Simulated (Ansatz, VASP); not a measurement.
# One calculation of MnAs, two programs

```
Mn As
1.0
     3.71000    0.00000    0.00000
    -1.85500    3.21295    0.00000
     0.00000    0.00000    5.69100
Mn As
2 2
Direct
  0.00000 0.00000 0.00000
  0.00000 0.00000 0.50000
  0.33333 0.66667 0.25000
  0.66667 0.33333 0.75000
```

Alike in both runs: task single point; functional PBE; k mesh 11 × 11 × 7; occupations fermi-dirac, width 0.05 eV; collinear spin.

|  | VASP | Ansatz |
| --- | --- | --- |
| version | VASP 6.6.1 | Ansatz 0.2.0 |
| potentials or method | VASP PAW PBE potentials, release 64 (Mn_pv, As), cutoff 520 eV | all-electron LAPW, scalar-relativistic |

```tsv
	VASP	Ansatz	Ansatz less VASP
pressure (GPa)	-3.5	-3.6	-0.12
traceless stress, the component that is largest in VASP (GPa)	-1.64	-1.66	-0.021
net moment per atom (μB)	1.56	1.56	+0.002
size of the moment on the site where the two differ most (μB)	3.19	3.24	+0.048
```

Site moments also hang on the region over which each program counts them. Ansatz ran all-electron here, and VASP with PAW potentials.
